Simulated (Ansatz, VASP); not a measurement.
**Ge: VASP beside Ansatz**

```
Ge
1.0
     4.94692    0.00000    0.00000
    -2.47346    4.28416    0.00000
     0.00000    0.00000    2.81217
Ge
3
Direct
  0.00000 0.00000 0.00000
  0.33333 0.66667 0.50000
  0.66667 0.33333 0.50000
```

Alike in both runs: functional RPBE; k mesh 8 × 8 × 11; occupations fermi-dirac, width 0.1 eV; no spin polarisation.

Ansatz relaxed the structure, and its values are those at the end. VASP's run is a single point on that final structure, the one shown.

|  | VASP | Ansatz |
| --- | --- | --- |
| version | VASP 6.6.1 | Ansatz 0.2.0 |
| potentials or method | VASP PAW PBE potentials, release 64 (Ge_d), cutoff 520 eV | plane waves (420 eV) with PAW, scalar-relativistic |
| valence electrons in the cell | 42 | 42 |

|  | VASP | Ansatz | Ansatz less VASP |
| --- | --- | --- | --- |
| pressure (GPa) | 0.0 | 0.0 | 0.00 |

VASP's potentials were made for PBE, not for RPBE. With one functional, cell and mesh, what is left measures potentials, basis and numerics.
